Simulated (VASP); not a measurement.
## Mg: single point with PBE

Mg:

```
Mg
1.0
     2.94755    0.00000    0.00000
    -1.47378    2.55266    0.00000
     0.00000    0.00000    4.73829
Mg
2
Direct
  0.33333 0.66667 0.25000
  0.66667 0.33333 0.75000
```

| Item | Value |
| --- | --- |
| Program | VASP 6.6.1 |
| Task | single point |
| Functional | PBE |
| Potentials or basis | VASP PAW PBE potentials, release 64 (Mg) |
| Cutoff | 520 eV |
| k mesh | 15 × 15 × 8 |
| Occupations | fermi-dirac, width 0.1 eV |
| Spin | no spin polarisation |
| Dipole correction | no |
| Further INCAR settings | ALGO = Normal; EDIFF = 1e-07; NBANDS = 9 |

```json
{
 "Pressure": "15.0 GPa",
 "Band gap on the k mesh": "zero (bands 2 and 3 overlap by 2.07 eV)"
}
```

Levels at points of the mesh, in eV from the Fermi level:
```csv
k point,band 1,band 2,band 3,band 4,band 5,band 6,band 7
"(0.00, 0.00, 0.00)",-8.09,-2.04,-1.13,12.36,12.36,13.01,13.01
"(0.00, 0.00, 0.50)",-6.43,-6.43,6.01,6.01,13.15,13.15,13.15
```

Wall time 33 s on 1 thread of Intel Xeon 8259CL, on a shared host, peak memory 0.18 GiB.

Caveat: the cell stands under pressure.
